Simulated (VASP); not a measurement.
# ScAl3As4 (P3m1) in VASP: single point with PBE

Aim: the single point of ScAl3As4 with PBE.

All numbers are computed with VASP 6.6.1; they aren't measurements. Logs are shortened: lines on timing, memory, paths and dates and some standing lists are left out, and cuts for length are marked.

## (1) The cell of the first run

Symmetry: P3m1, No. 156, trigonal system. The conventional cell has a = 8.255 Å, b = 8.255 Å, c = 4.060 Å, α = 90.00°, β = 90.00°, γ = 120.00°. Within 3.6 Å of Sc (site symmetry 3m) lie 6 As at 2.76 Å. Within 3.3 Å of Al (site symmetry m) lie 4 As at 2.52 to 2.63 Å and 2 Al at 2.89 Å. Within 3.3 Å of As (site symmetry m) lie 2 Al at 2.52 Å and 2 Sc at 2.76 Å and 2 As at 3.23 Å. Within 3.5 Å of As (site symmetry 3m) lie 6 Al at 2.62 to 2.63 Å.

## (2) Single point, PBE

INCAR

```
PREC = Accurate
ENCUT = 520
EDIFF = 1E-6
ISMEAR = 0
SIGMA = 0.2
LREAL = F
LASPH = T
NELM = 60
ALGO = Normal
ISIF = 2
LWAVE = F
LCHARG = F
GGA = PE
NBANDS = 30
```

KPOINTS

```
Automatic mesh
0
Gamma
  3 3 4
```

POSCAR

```
ScAl3As4
1.0
    8.2545223814     -0.0000000036      0.0000000000
   -4.1272611875      7.1486260802      0.0000000000
    0.0000000000      0.0000000000      4.0599502902
Sc Al As
1 3 4
Direct
    0.6666666667      0.3333333333      0.9889706400
    0.2168133437      0.7831866563      0.4902094849
    0.2168133437      0.4336266875      0.4902094849
    0.5663733125      0.7831866563      0.4902094849
    0.5360648401      0.4639351599      0.4890483508
    0.5360648401      0.0721296802      0.4890483508
    0.9278703198      0.4639351599      0.4890483508
    0.3333333333      0.6666666667      0.9897076329
```

Potentials or basis: VASP PAW PBE potentials, release 64 (Sc_sv, Al, As).

On the command line:

```
$ cat potpaw_PBE.64/Sc_sv/POTCAR potpaw_PBE.64/Al/POTCAR potpaw_PBE.64/As/POTCAR > POTCAR
$ mpirun -np 1 vasp_std > vasp.out
```

OUTCAR:

```text
PREC = Accurate
   ENCUT = 520
   EDIFF = 1E-6
   ISMEAR = 0
   LREAL = F
   LASPH = T
   NELM = 60
   ISIF = 2
   GGA = PE

 ion  position               nearest neighbor table
   1  0.667  0.333  0.989-   6 2.76   7 2.76   5 2.76   6 2.76   7 2.76   5 2.76
   2  0.217  0.783  0.490-   7 2.52   6 2.52   8 2.62   8 2.63   3 2.89   4 2.89
   3  0.217  0.434  0.490-   7 2.52   5 2.52   8 2.62   8 2.63   2 2.89   4 2.89
   4  0.566  0.783  0.490-   6 2.52   5 2.52   8 2.62   8 2.63   2 2.89   3 2.89
   5  0.536  0.464  0.489-   4 2.52   3 2.52   1 2.76   1 2.76
   6  0.536  0.072  0.489-   4 2.52   2 2.52   1 2.76   1 2.76
   7  0.928  0.464  0.489-   3 2.52   2 2.52   1 2.76   1 2.76
   8  0.333  0.667  0.990-   2 2.62   3 2.62   4 2.62   2 2.63   3 2.63   4 2.63

  LATTYP: Found a hexagonal cell.
 ALAT       =     8.2545223814
 C/A-ratio  =     0.4918455730

  Lattice vectors:

 A1 = (   8.2545223814,  -0.0000000036,   0.0000000000)
 A2 = (  -4.1272611875,   7.1486260802,   0.0000000000)
 A3 = (   0.0000000000,   0.0000000000,   4.0599502902)

Analysis of symmetry for initial positions (statically):
=====================================================================
 Subroutine PRICEL returns:
 Original cell was already a primitive cell.

 Routine SETGRP: Setting up the symmetry group for a
 hexagonal supercell.

 Subroutine GETGRP returns: Found  6 space group operations
 (whereof  6 operations were pure point group operations)
 out of a pool of 24 trial point group operations.

The static configuration has the point symmetry C_3v.

Analysis of symmetry for dynamics (positions and initial velocities):
=====================================================================
 Subroutine PRICEL returns:
 Original cell was already a primitive cell.

 Routine SETGRP: Setting up the symmetry group for a
 hexagonal supercell.

 Subroutine GETGRP returns: Found  6 space group operations
 (whereof  6 operations were pure point group operations)
 out of a pool of 24 trial point group operations.

The dynamic configuration has the point symmetry C_3v.

 Subroutine INISYM returns: Found  6 space group operations
 (whereof  6 operations are pure point group operations),
 and found     1 'primitive' translations

----------------------------------------------------------------------------------------

                                     Primitive cell

  volume of cell :     239.5716

  direct lattice vectors                    reciprocal lattice vectors
     8.254522381 -0.000000004  0.000000000     0.121145713  0.069943510  0.000000000
    -4.127261188  7.148626080  0.000000000     0.000000000  0.139887020  0.000000000
     0.000000000  0.000000000  4.059950290     0.000000000  0.000000000  0.246308434

  length of vectors
     8.254522381  8.254522381  4.059950290     0.139887020  0.139887020  0.246308434

  position of ions in fractional coordinates (direct lattice)
     0.666666667  0.333333333  0.988970640
     0.216813344  0.783186656  0.490209485
     0.216813344  0.433626688  0.490209485
     0.566373312  0.783186656  0.490209485
     0.536064840  0.463935160  0.489048351
     0.536064840  0.072129680  0.489048351
     0.927870320  0.463935160  0.489048351
     0.333333333  0.666666667  0.989707633

  ion indices of the primitive-cell ions
   primitive index   ion index
                 1           1
                 2           2
                 3           3
                 4           4
                 5           5
                 6           6
                 7           7
                 8           8

----------------------------------------------------------------------------------------

 KPOINTS: Automatic mesh

Automatic generation of k-mesh.
 Grid dimensions read from file:
 generate k-points for:    3    3    4

 Generating k-lattice:

  Cartesian coordinates                     Fractional coordinates (reciprocal lattice)
     0.040381904  0.023314503  0.000000000     0.333333333 -0.000000000  0.000000000
     0.000000000  0.046629007  0.000000000    -0.000000000  0.333333333  0.000000000
     0.000000000  0.000000000  0.061577109     0.000000000  0.000000000  0.250000000

  Length of vectors
     0.046629007  0.046629007  0.061577109

  Shift w.r.t. Gamma in fractional coordinates (k-lattice)
     0.000000000  0.000000000  0.000000000

 Subroutine IBZKPT returns following result:
 ===========================================

 Found     10 irreducible k-points:

 Following reciprocal coordinates:
            Coordinates               Weight
  0.000000  0.000000  0.000000      1.000000
  0.333333  0.000000  0.000000      6.000000
  0.333333  0.333333  0.000000      2.000000
  0.000000  0.000000  0.250000      2.000000
  0.333333  0.000000  0.250000      6.000000
  0.000000  0.333333  0.250000      6.000000
  0.333333  0.333333  0.250000      4.000000
  0.000000  0.000000  0.500000      1.000000
  0.333333  0.000000  0.500000      6.000000
  0.333333  0.333333  0.500000      2.000000
   k-points           NKPTS =     10   k-points in BZ     NKDIM =     10   number of bands    NBANDS=     30
   number of dos      NEDOS =    301   number of ions     NIONS =      8
   total plane-waves  NPLWV = 122880
   dimension x,y,z NGX =    64 NGY =   64 NGZ =   30
   dimension x,y,z NGXF=   128 NGYF=  128 NGZF=   60
   ions per type =               1   3   4
   NGX,Y,Z   is equivalent  to a cutoff of  12.89, 12.89, 12.28 a.u.
   NGXF,Y,Z  is equivalent  to a cutoff of  25.78, 25.78, 24.57 a.u.
 SYSTEM =  unknown system
   PREC   = accura    normal or accurate (medium, high low for compatibility)
   ISTART =      0    job   : 0-new  1-cont  2-samecut
   ICHARG =      2    charge: 1-file 2-atom 10-const
   ISPIN  =      1    spin polarized calculation?
   LNONCOLLINEAR =      F non collinear calculations
   LSORBIT =      F    spin-orbit coupling
   LASPH  =      T    aspherical Exc in radial PAW
   ENCUT  =  520.0 eV  38.22 Ry    6.18 a.u.  15.35 15.35  7.55*2*pi/ulx,y,z
   NELM   =     60;   NELMIN=  2; NELMDL= -5     # of ELM steps
   EDIFF  = 0.1E-05   stopping-criterion for ELM
   LREAL  =      F    real-space projection
   EDIFFG = 0.1E-04   stopping-criterion for IOM
   NSW    =      0    number of steps for IOM
   IBRION =     -1    ionic relax: 0-MD 1-quasi-New 2-CG
   NFREE  =      0    steps in history (QN), initial steepest desc. (CG)
   ISIF   =      2    stress and relaxation
   ISYM   =      2    0-nonsym 1-usesym 2-fastsym
   POTIM  = 0.5000    time-step for ionic-motion
   TEBEG  =    0.0;   TEEND  =   0.0 temperature during run
   PSTRESS=    0.0 pullay stress
   NELECT =      40.0000    total number of electrons
   NUPDOWN=      -1.0000    fix difference up-down
   EMIN   =  10.00;   EMAX   =-10.00  energy-range for DOS
   EFERMI =   0.00;   METHOD = LEGACY
   ISMEAR =     0;   SIGMA  =   0.20  broadening in eV -4-tet -1-fermi 0-gaus
   EFERMI_NEDOS =   21; number of points for ismear=-14 and -15
   IALGO  =     38    algorithm
   IMIX   =      4    mixing-type and parameters
     AMIX     =   0.40;   BMIX     =  1.00
     AMIX_MAG =   1.60;   BMIX_MAG =  1.00
  volume/ion in A,a.u.               =      29.95       202.09
  Fermi-wavevector in a.u.,A,eV,Ry     =   0.901467  1.703525 11.056671  0.812642
  Thomas-Fermi vector in A             =   2.024551
   LORBIT       =      0    0 simple, 1 ext, 2 COOP (PROOUT), +10 PAW based schemes
   GGA     = PE    functional components
   LHFCALC =     F    Hartree Fock is set to
   AEXX    =    0.0000 exact exchange contribution
   IVDW    =     0    specifies the selected vdW correction
   LEPSILON=     F    determine dielectric tensor
   LRPA    =     F    only Hartree local field effects (RPA)
 non-spin polarized calculation
 Gauss-broadening in eV      SIGMA  =   0.20
  energy-cutoff  :      520.00
  volume of cell :      239.57
 maximum number of plane-waves:      6507
 NGX is ok and might be reduce to    64
   NGX = 31   NGY = 31   NGZ = 15

 number of electron      39.9999999 magnetization

 Free energy of the ion-electron system (eV)
  ---------------------------------------------------
  ext. energy  EPLUGINS =         0.00000000
  ---------------------------------------------------
  free energy    TOTEN  =       -36.69442344 eV

  energy without entropy =      -36.65832663  energy(sigma->0) =      -36.67637503

 E-fermi :   2.2359     XC(G=0):  -7.7688

 val. band max:        2.1834247464   @ k =   0.3333   0.3333   0.0000
 cond. band min:       2.2668853948   @ k =   0.0000   0.0000   0.2500
 fundamental gap:      0.0834606484
 Fermi energy:         2.2358608973

 k-point     1 :       0.0000    0.0000    0.0000
  band No.  band energies     occupation
      1     -47.1329      2.00000
      2     -25.8161      2.00000
      3     -25.8161      2.00000
      4     -25.6746      2.00000
      5     -10.1768      2.00000
      6      -8.1570      2.00000
[... 22 lines left out ...]
     29       5.4604      0.00000
     30       7.0729      0.00000

 k-point     2 :       0.3333    0.0000    0.0000
  band No.  band energies     occupation
      1     -47.1329      2.00000
      2     -25.8161      2.00000
      3     -25.8161      2.00000
      4     -25.6746      2.00000
      5     -10.1036      2.00000
      6      -8.6999      2.00000
[... 22 lines left out ...]
     29       5.4450      0.00000
     30       6.5284      0.00000

 k-point     3 :       0.3333    0.3333    0.0000
  band No.  band energies     occupation
      1     -47.1329      2.00000
      2     -25.8161      2.00000
      3     -25.8161      2.00000
      4     -25.6746      2.00000
      5     -10.0599      2.00000
      6      -8.8537      2.00000
[... 22 lines left out ...]
     29       5.9281      0.00000
     30       6.1343      0.00000

 k-point     4 :       0.0000    0.0000    0.2500
  band No.  band energies     occupation
      1     -47.1321      2.00000
      2     -25.8135      2.00000
      3     -25.8135      2.00000
      4     -25.6940      2.00000
      5      -9.7280      2.00000
      6      -8.0638      2.00000
[... 22 lines left out ...]
     29       5.5590      0.00000
     30       6.0633      0.00000

 k-point     5 :       0.3333    0.0000    0.2500
  band No.  band energies     occupation
      1     -47.1321      2.00000
      2     -25.8135      2.00000
      3     -25.8135      2.00000
      4     -25.6940      2.00000
      5      -9.6505      2.00000
      6      -8.4785      2.00000
[... 22 lines left out ...]
     29       5.5599      0.00000
     30       6.0497      0.00000

 k-point     6 :       0.0000    0.3333    0.2500
  band No.  band energies     occupation
      1     -47.1321      2.00000
      2     -25.8135      2.00000
      3     -25.8135      2.00000
      4     -25.6940      2.00000
      5      -9.6505      2.00000
      6      -8.4785      2.00000
[... 22 lines left out ...]
     29       5.5578      0.00000
     30       6.0498      0.00000

 k-point     7 :       0.3333    0.3333    0.2500
  band No.  band energies     occupation
      1     -47.1321      2.00000
      2     -25.8135      2.00000
      3     -25.8135      2.00000
      4     -25.6940      2.00000
      5      -9.6028      2.00000
      6      -8.6151      2.00000
[... 22 lines left out ...]
     29       5.6459      0.00000
     30       6.1899      0.00000

 k-point     8 :       0.0000    0.0000    0.5000
  band No.  band energies     occupation
      1     -47.1314      2.00000
      2     -25.8110      2.00000
      3     -25.8109      2.00000
      4     -25.7132      2.00000
      5      -8.7160      2.00000
      6      -8.5352      2.00000
[... 22 lines left out ...]
     29       5.8020      0.00000
     30       6.1727      0.00000

 k-point     9 :       0.3333    0.0000    0.5000
  band No.  band energies     occupation
      1     -47.1314      2.00000
      2     -25.8109      2.00000
      3     -25.8109      2.00000
      4     -25.7132      2.00000
      5      -8.5582      2.00000
      6      -8.5342      2.00000
[... 22 lines left out ...]
     29       5.6252      0.00000
     30       5.6881      0.00000

 k-point    10 :       0.3333    0.3333    0.5000
  band No.  band energies     occupation
      1     -47.1314      2.00000
      2     -25.8109      2.00000
      3     -25.8109      2.00000
      4     -25.7132      2.00000
      5      -8.5337      2.00000
      6      -8.3450      2.00000
[... 22 lines left out ...]
     29       5.4925      0.00000
     30       5.5658      0.00000

------------------------ aborting loop because EDIFF is reached ----------------------------------------

  FORCE on cell =-STRESS in cart. coord.  units (eV):
  Direction    XX          YY          ZZ          XY          YZ          ZX
  --------------------------------------------------------------------------------------
  -------------------------------------------------------------------------------------
  Total        0.0742452      0.0742452      0.0930365      0.0000000      0.0000000     -0.0000000
  in kB        0.4965282      0.4965282      0.6221980      0.0000000      0.0000000     -0.0000000
  external PRESSURE =       0.5384182 kB  Pullay stress =       0.0000000 kB

 VOLUME and BASIS-vectors are now :
 -----------------------------------------------------------------------------
  energy-cutoff  :      520.00
  volume of cell :      239.57
      direct lattice vectors                 reciprocal lattice vectors
     8.254522381 -0.000000004  0.000000000     0.121145713  0.069943510  0.000000000
    -4.127261188  7.148626080  0.000000000     0.000000000  0.139887020  0.000000000
     0.000000000  0.000000000  4.059950290     0.000000000  0.000000000  0.246308434

 POSITION                                       TOTAL-FORCE (eV/Angst)
 -----------------------------------------------------------------------------------
      4.12726      2.38288      4.01517         0.000000      0.000000      0.003164
     -1.44273      5.59871      1.99023         0.014127     -0.008156     -0.002736
      0.00000      3.09984      1.99023         0.000000      0.016312     -0.002736
      1.44273      5.59871      1.99023        -0.014127     -0.008156     -0.002736
      2.51018      3.31650      1.98551        -0.008807      0.005085      0.000115
      4.12726      0.51563      1.98551        -0.000000     -0.010169      0.000115
      5.74434      3.31650      1.98551         0.008807      0.005085      0.000115
      0.00000      4.76575      4.01816         0.000000      0.000000      0.004699
 -----------------------------------------------------------------------------------
    total drift:                               -0.000000      0.000000     -0.000188

  FREE ENERGIE OF THE ION-ELECTRON SYSTEM (eV)
  ---------------------------------------------------
  free  energy   TOTEN  =       -36.6944234425 eV

  energy  without entropy=      -36.6583266251  energy(sigma->0) =      -36.67637503
```

Run time: 77 s. Hardware: 1 thread of Intel Xeon Platinum 8488C (Sapphire Rapids), shared host; peak memory 0.37 GiB.

Results:

```
Free energy            : -36.6944 eV
Pressure               : 0.1 GPa
Largest force          : 0.017 eV/Å
Band gap on the k mesh : zero (band 20 reaches 2.18 eV, above the bottom of band 21 at 2.12 eV)
```

Forces on the atoms (eV/Å):
```
Sc   0.000  0.000  0.003
Al   0.014 -0.008 -0.003
Al   0.000  0.016 -0.003
Al  -0.014 -0.008 -0.003
As  -0.009  0.005  0.000
As   0.000 -0.010  0.000
As   0.009  0.005  0.000
As   0.000  0.000  0.005
```

Levels at points of the mesh, in eV from the Fermi level:
| k point | band 18 | band 19 | band 20 | band 21 | band 22 | band 23 |
| --- | --- | --- | --- | --- | --- | --- |
| (0.00, 0.00, 0.00) | -0.66 | -0.49 | -0.49 | -0.11 | 0.12 | 1.26 |
| (0.00, 0.00, 0.50) | -0.88 | -0.88 | -0.73 | 0.64 | 0.84 | 0.84 |

Caveat: the k points lie up to 0.39 Å⁻¹ apart.
